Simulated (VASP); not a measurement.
# LiBr (Fm-3m) in VASP: notebook, part 2 of 3

VASP 6.6.1.

### 3 Single point, r2SCAN

This run uses another cell than the first one, of 20.56 Å³/atom, 1.031 times its volume.

Contents of POSCAR:

```
LiBr
1.0
    0.0000000000      2.7395485848      2.7395485848
    2.7395485848      0.0000000000      2.7395485848
    2.7395485848      2.7395485848      0.0000000000
Li Br
1 1
Direct
    0.0000000000      0.0000000000      0.0000000000
    0.5000000000      0.5000000000      0.5000000000
```

Contents of INCAR.step1:

```
SYSTEM = LiBr
PREC = Accurate
ENCUT = 830
ISMEAR = 0
SIGMA = 0.01
LREAL = .FALSE.
LASPH = .TRUE.
NELM = 120
NBANDS = 12
GGA = PE
ALGO = Normal
EDIFF = 1E-5
LWAVE = .TRUE.
LCHARG = .FALSE.
GGA_COMPAT = .FALSE.
```

Contents of INCAR.step2:

```
SYSTEM = LiBr
PREC = Accurate
ENCUT = 830
EDIFF = 1E-6
ISMEAR = 0
SIGMA = 0.01
LREAL = .FALSE.
LASPH = .TRUE.
NELM = 120
ALGO = Normal
ISIF = 2
LWAVE = .FALSE.
LCHARG = .FALSE.
METAGGA = R2SCAN
LMIXTAU = .TRUE.
NBANDS = 12
ISTART = 1
GGA_COMPAT = .FALSE.
```

Contents of KPOINTS:

```
Automatic mesh
0
G
  6 6 6
  0 0 0
```

Potentials or basis: VASP PAW PBE potentials, release 64 (Li_sv, Br).

Started as:

```bash
> cat potpaw_PBE.64/Li_sv/POTCAR potpaw_PBE.64/Br/POTCAR > POTCAR
> cp INCAR.step1 INCAR
> mpirun -np 1 vasp_std > vasp.out
> cp INCAR.step2 INCAR
> mpirun -np 1 vasp_std > vasp.out
```

OUTCAR:

```text
SYSTEM = LiBr
   PREC = Accurate
   ENCUT = 830
   EDIFF = 1E-6
   ISMEAR = 0
   LREAL = .FALSE.
   LASPH = .TRUE.
   NELM = 120
   ISIF = 2
   METAGGA = R2SCAN
   ISTART = 1

 ion  position               nearest neighbor table
   1  0.000  0.000  0.000-
   2  0.500  0.500  0.500-

  LATTYP: Found a face centered cubic cell.
 ALAT       =     5.4790971696

  Lattice vectors:

 A1 = (   0.0000000000,   2.7395485848,   2.7395485848)
 A2 = (   2.7395485848,   0.0000000000,   2.7395485848)
 A3 = (   2.7395485848,   2.7395485848,   0.0000000000)

Analysis of symmetry for initial positions (statically):
=====================================================================
 Subroutine PRICEL returns:
 Original cell was already a primitive cell.

 Routine SETGRP: Setting up the symmetry group for a
 face centered cubic supercell.

 Subroutine GETGRP returns: Found 48 space group operations
 (whereof 48 operations were pure point group operations)
 out of a pool of 48 trial point group operations.

The static configuration has the point symmetry O_h .

Analysis of symmetry for dynamics (positions and initial velocities):
=====================================================================
 Subroutine PRICEL returns:
 Original cell was already a primitive cell.

 Routine SETGRP: Setting up the symmetry group for a
 face centered cubic supercell.

 Subroutine GETGRP returns: Found 48 space group operations
 (whereof 48 operations were pure point group operations)
 out of a pool of 48 trial point group operations.

The dynamic configuration has the point symmetry O_h .

 Subroutine INISYM returns: Found 48 space group operations
 (whereof 48 operations are pure point group operations),
 and found     1 'primitive' translations

----------------------------------------------------------------------------------------

                                     Primitive cell

  volume of cell :      41.1213

[... 106 lines left out ...]
   AEXX    =    0.0000 exact exchange contribution
   IVDW    =     0    specifies the selected vdW correction
   LEPSILON=     F    determine dielectric tensor
   LRPA    =     F    only Hartree local field effects (RPA)
 non-spin polarized calculation
 Gauss-broadening in eV      SIGMA  =   0.01
  energy-cutoff  :      830.00
  volume of cell :       41.12
 maximum number of plane-waves:      2252
   NGX = 19   NGY = 19   NGZ = 19

 number of electron      10.0000001 magnetization

 Free energy of the ion-electron system (eV)
  ---------------------------------------------------
  ext. energy  EPLUGINS =         0.00000000
  ---------------------------------------------------
  free energy    TOTEN  =       -19.15101341 eV

  energy without entropy =      -19.15101341  energy(sigma->0) =      -19.15101341

 E-fermi :   0.1088     XC(G=0):  -8.8510

 val. band max:        0.0158182017   @ k =   0.0000   0.0000   0.0000
 cond. band min:       5.9457636376   @ k =   0.0000   0.0000   0.0000
 fundamental gap:      5.9299454359
 Fermi energy:         0.1088474972

 k-point     1 :       0.0000    0.0000    0.0000
  band No.  band energies     occupation
      1     -45.7036      2.00000
      2     -13.9263      2.00000
      3       0.0158      2.00000
      4       0.0158      2.00000
      5       0.0158      2.00000
      6       5.9458      0.00000
      7      11.2416      0.00000
      8      11.2416      0.00000
      9      11.2416      0.00000
     10      13.5164      0.00000
     11      13.5164      0.00000
     12      13.5164      0.00000
[... 211 lines left out ...]
 k-point    16 :      -0.3333    0.5000    0.1667
  band No.  band energies     occupation
      1     -45.7022      2.00000
      2     -13.2168      2.00000
      3      -2.5856      2.00000
      4      -1.7168      2.00000
      5      -1.1492      2.00000
      6       8.0482      0.00000
      7       9.0244      0.00000
      8      10.7868      0.00000
      9      11.5299      0.00000
     10      14.4155      0.00000
     11      16.4898      0.00000
     12      18.3056      0.00000

------------------------ aborting loop because EDIFF is reached ----------------------------------------

  FORCE on cell =-STRESS in cart. coord.  units (eV):
  Direction    XX          YY          ZZ          XY          YZ          ZX
  --------------------------------------------------------------------------------------
  -------------------------------------------------------------------------------------
  Total       -0.0998314     -0.0998314     -0.0998314      0.0000000      0.0000000     -0.0000000
  in kB       -3.8896535     -3.8896535     -3.8896535      0.0000000      0.0000000     -0.0000000
  external PRESSURE =      -3.8896535 kB  Pullay stress =       0.0000000 kB

 VOLUME and BASIS-vectors are now :
 -----------------------------------------------------------------------------
  energy-cutoff  :      830.00
  volume of cell :       41.12
      direct lattice vectors                 reciprocal lattice vectors
     0.000000000  2.739548585  2.739548585    -0.182511821  0.182511821  0.182511821
     2.739548585  0.000000000  2.739548585     0.182511821 -0.182511821  0.182511821
     2.739548585  2.739548585  0.000000000     0.182511821  0.182511821 -0.182511821

 POSITION                                       TOTAL-FORCE (eV/Angst)
 -----------------------------------------------------------------------------------
      0.00000      0.00000      0.00000        -0.000000     -0.000000     -0.000000
      2.73955      2.73955      2.73955         0.000000      0.000000      0.000000
 -----------------------------------------------------------------------------------
    total drift:                                0.000000      0.000000      0.000000

  FREE ENERGIE OF THE ION-ELECTRON SYSTEM (eV)
  ---------------------------------------------------
  free  energy   TOTEN  =       -19.1510134065 eV

  energy  without entropy=      -19.1510134065  energy(sigma->0) =      -19.15101341
```

OUTCAR.step1:

```text
SYSTEM = LiBr
   PREC = Accurate
   ENCUT = 830
   ISMEAR = 0
   LREAL = .FALSE.
   LASPH = .TRUE.
[... 450 lines left out ...]
      0.00000      0.00000      0.00000        -0.000000      0.000000     -0.000000
      2.73955      2.73955      2.73955         0.000000     -0.000000      0.000000
 -----------------------------------------------------------------------------------
    total drift:                                0.000000      0.000000      0.000000

  FREE ENERGIE OF THE ION-ELECTRON SYSTEM (eV)
  ---------------------------------------------------
  free  energy   TOTEN  =        -6.6398721398 eV

  energy  without entropy=       -6.6398721398  energy(sigma->0) =       -6.63987214
```

OSZICAR.step1:

```text
N       E                     dE             d eps       ncg     rms          rms(c)
DAV:   1     0.529804419093E+02    0.52980E+02   -0.48372E+03   384   0.103E+03
DAV:   2    -0.285515995344E+01   -0.55836E+02   -0.51944E+02   500   0.154E+02
DAV:   3    -0.654597545182E+01   -0.36908E+01   -0.36794E+01   472   0.415E+01
DAV:   4    -0.666667963512E+01   -0.12070E+00   -0.12061E+00   596   0.704E+00
DAV:   5    -0.666727738883E+01   -0.59775E-03   -0.59775E-03   460   0.550E-01    0.197E+00
DAV:   6    -0.663516400503E+01    0.32113E-01   -0.62224E-02   508   0.115E+00    0.121E+00
DAV:   7    -0.663750650963E+01   -0.23425E-02   -0.37725E-02   520   0.104E+00    0.439E-01
DAV:   8    -0.663984700795E+01   -0.23405E-02   -0.41622E-03   464   0.449E-01    0.699E-02
DAV:   9    -0.663983670688E+01    0.10301E-04   -0.10389E-04   448   0.757E-02    0.246E-02
DAV:  10    -0.663987116068E+01   -0.34454E-04   -0.52377E-05   468   0.491E-02    0.140E-02
DAV:  11    -0.663987213977E+01   -0.97910E-06   -0.41925E-06   292   0.123E-02
   1 F= -.66398721E+01 E0= -.66398721E+01  d E =-.977175E-41
```

It took 1.7 min on 1 thread of Intel Xeon 8259CL, shared host; peak memory 0.23 GiB.

What came out:

* Free energy: -19.1510 eV
* Pressure: -0.4 GPa
* Band gap on the k mesh: 5.93 eV, direct

Levels at points of the mesh, in eV from the valence-band top:
```csv
k point,band 2,band 3,band 4,band 5,band 6,band 7,band 8,band 9
"(0.00, 0.00, 0.00)",-13.94,0.00,0.00,0.00,5.93,11.23,11.23,11.23
"(0.50, 0.00, 0.00)",-13.44,-2.94,-0.28,-0.28,6.40,8.89,8.89,13.10
"(0.50, 0.50, 0.00)",-13.23,-2.96,-1.18,-1.18,7.11,7.73,12.82,13.73
```

Caveat: the PAW data sets were made with another functional, which shifts forces and pressure a little. r2SCAN opens gaps a little over a GGA but as a rule still falls short of measured ones.

### 4 Single point, r2SCAN (volume changed by +3%)

Contents of POSCAR:

```
LiBr
1.0
    0.0000000000      2.7666745923      2.7666745923
    2.7666745923      0.0000000000      2.7666745923
    2.7666745923      2.7666745923      0.0000000000
Li Br
1 1
Direct
    0.0000000000      0.0000000000      0.0000000000
    0.5000000000      0.5000000000      0.5000000000
```

Contents of INCAR.step1:

```
SYSTEM = LiBr
ALGO = Normal ; EDIFF = 1E-5
ENCUT = 830 ; GGA = PE
GGA_COMPAT = .False. ; ISMEAR = 0
LASPH = .True. ; LCHARG = .False.
LREAL = .False. ; LWAVE = .True.
NBANDS = 12 ; NELM = 120
PREC = Accurate ; SIGMA = 0.01
```

Contents of INCAR.step2:

```
SYSTEM = LiBr
ALGO = Normal ; EDIFF = 1E-6
ENCUT = 830 ; GGA_COMPAT = .False.
ISIF = 2 ; ISMEAR = 0
ISTART = 1 ; LASPH = .True.
LCHARG = .False. ; LMIXTAU = .True.
LREAL = .False. ; LWAVE = .False.
METAGGA = R2SCAN ; NBANDS = 12
NELM = 120 ; PREC = Accurate
SIGMA = 0.01
```

Contents of KPOINTS:

```
k-points
0
Gamma
  6 6 6
  0 0 0
```

Started as:

```bash
> cat potpaw_PBE.64/Li_sv/POTCAR potpaw_PBE.64/Br/POTCAR > POTCAR
> cp INCAR.step1 INCAR
> mpirun -np 1 vasp_std > vasp.out
> cp INCAR.step2 INCAR
> mpirun -np 1 vasp_std > vasp.out
```

Run time: 2.5 min. Hardware: 1 thread of Intel Xeon 8259CL, shared host; peak memory 0.26 GiB.

It converged, with:

```yaml
Free_energy: -19.1447 eV
Pressure: -1.2 GPa
Band_gap_on_the_k_mesh: 5.79 eV, direct
```

Levels at points of the mesh, in eV from the valence-band top:
| k point | band 2 | band 3 | band 4 | band 5 | band 6 | band 7 | band 8 | band 9 |
| --- | --- | --- | --- | --- | --- | --- | --- | --- |
| (0.00, 0.00, 0.00) | -13.84 | 0.00 | 0.00 | 0.00 | 5.79 | 11.20 | 11.20 | 11.20 |
| (0.50, 0.00, 0.00) | -13.37 | -2.82 | -0.27 | -0.27 | 6.37 | 8.88 | 8.88 | 12.80 |
| (0.50, 0.50, 0.00) | -13.18 | -2.82 | -1.12 | -1.12 | 7.07 | 7.77 | 12.56 | 13.52 |

Caveat: the cell differs from its parent crystal (volume changed by +3%); the PAW data sets were made with another functional, which shifts forces and pressure a little.

### 5 Single point, r2SCAN (volume changed by +6%)

Contents of POSCAR:

```
LiBr
1.0
    0.0000000000      2.7932788647      2.7932788647
    2.7932788647      0.0000000000      2.7932788647
    2.7932788647      2.7932788647      0.0000000000
Li Br
1 1
Direct
    0.0000000000      0.0000000000      0.0000000000
    0.5000000000      0.5000000000      0.5000000000
```

Contents of INCAR.step1:

```
PREC = Accurate ; ENCUT = 830
ISMEAR = 0 ; SIGMA = 0.01
LREAL = F ; LASPH = T
NELM = 120 ; NBANDS = 12
GGA = PE ; ALGO = Normal
EDIFF = 1E-5 ; LWAVE = T
LCHARG = F ; GGA_COMPAT = F
```

Contents of INCAR.step2:

```
PREC = Accurate ; ENCUT = 830
EDIFF = 1E-6 ; ISMEAR = 0
SIGMA = 0.01 ; LREAL = F
LASPH = T ; NELM = 120
ALGO = Normal ; ISIF = 2
LWAVE = F ; LCHARG = F
METAGGA = R2SCAN ; LMIXTAU = T
NBANDS = 12 ; ISTART = 1
GGA_COMPAT = F
```

Contents of KPOINTS:

```
regular mesh
0
Gamma
  6 6 6
```

Started as:

```bash
> cat potpaw_PBE.64/Li_sv/POTCAR potpaw_PBE.64/Br/POTCAR > POTCAR
> cp INCAR.step1 INCAR
> mpirun -np 1 vasp_std > vasp.out
> cp INCAR.step2 INCAR
> mpirun -np 1 vasp_std > vasp.out
```

It took 2.1 min on 1 thread of Intel Xeon 8259CL, shared host; peak memory 0.26 GiB.

It converged, with:

```
Free energy            : -19.1336 eV
Pressure               : -1.7 GPa
Band gap on the k mesh : 5.67 eV, direct
```

Levels at points of the mesh, in eV from the valence-band top:
```tsv
k point	band 3	band 4	band 5	band 6	band 7	band 8
(0.00, 0.00, 0.00)	0.00	0.00	0.00	5.67	11.18	11.18
(0.50, 0.00, 0.00)	-2.69	-0.26	-0.26	6.35	8.87	8.87
(0.50, 0.50, 0.00)	-2.70	-1.06	-1.06	7.04	7.81	12.31
```

Caveat: the cell differs from its parent crystal (volume changed by +6%); the PAW data sets were made with another functional, which shifts forces and pressure a little.

(Part 2 of 3 ends here.)
